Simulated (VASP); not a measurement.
Here is a VASP 6.6.1 calculation.

INCAR

```
  PREC = Accurate
  ENCUT = 520
  EDIFF = 1E-6
  ISMEAR = 0
  SIGMA = 0.15
  LREAL = False
  LASPH = True
  NELM = 100
  ALGO = Normal
  ISIF = 2
  LWAVE = False
  LCHARG = False
  GGA = PS
  NBANDS = 18
```

File KPOINTS:

```
Automatic mesh
0
Gamma
  12 12 12
```

Contents of POSCAR:

```
BiTe
1.0
    2.5680702392      1.3148259257      3.3172919545
   -2.5680702392      1.3148259257      3.3172919545
    0.0000000000     -2.6296518514      3.3172919545
Bi Te
1 1
Direct
    0.5000000000      0.5000000000      0.5000000000
    0.0000000000      0.0000000000      0.0000000000
```

Potentials or basis: VASP PAW PBE potentials, release 64 (Bi_d, Te).

Command:

```bash
$ cat potpaw_PBE.64/Bi_d/POTCAR potpaw_PBE.64/Te/POTCAR > POTCAR
$ mpirun -np 1 vasp_std > vasp.out
```

Problem. Predict the pressure.

Solution. -2.1 GPa.

Stress tensor (GPa, compression positive):
```
-4.52  0.00  0.00
 0.00  0.10  2.36
 0.00  2.36 -1.74
```

Caveat: the cell differs from its parent crystal (strain +0.0600 x Voigt [1, -1, 0, 0, 0, 0]); the PAW data sets were made with another functional, which shifts forces and pressure a little.
